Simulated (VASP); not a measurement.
ScTc3, 4 atoms in the cell. It takes space group Fm-3m (No. 225, cubic). The conventional cell has a = 6.248 Å, b = 6.248 Å, c = 6.248 Å, α = 90.00°, β = 90.00°, γ = 90.00°. Within 3.6 Å of Sc (site symmetry m-3m) lie 14 Tc at 2.71 to 3.12 Å. Tc (site symmetry -43m) has 4 Sc at 2.71 Å and 10 Tc at 2.71 to 3.12 Å within 3.6 Å. Within 3.6 Å of Tc (site symmetry m-3m) lie 8 Tc at 2.71 Å and 6 Sc at 3.12 Å. 

| Quantity | Value |
| --- | --- |
| Program | VASP 6.6.1 |
| Task | single point |
| Functional | LDA |
| Potentials or basis | VASP PAW LDA potentials, release 64 (Sc_sv, Tc_pv) |
| Cutoff | 520 eV |
| k mesh | 5 × 5 × 5 |
| Occupations | fermi-dirac, width 0.1 eV |
| Spin | no spin polarisation |
| Dipole correction | no |
| Further INCAR settings | ALGO = Normal; EDIFF = 1e-06; NBANDS = 33 |

Potentials or basis: VASP PAW LDA potentials, release 64 (Sc_sv, Tc_pv).

Run with:

```console
$ cat potpaw_LDA.64/Sc_sv/POTCAR potpaw_LDA.64/Tc_pv/POTCAR > POTCAR
$ mpirun -np 1 vasp_std > vasp.out
```

Hardware: 1 thread of Intel Xeon 8259CL, with other jobs on the host.

Task: How long does it take, and how much memory?

Result: Wall time 37 s on 1 thread of Intel Xeon 8259CL, with other jobs on the host, peak memory 0.18 GiB. Counts: scf iterations 13, k points 10.
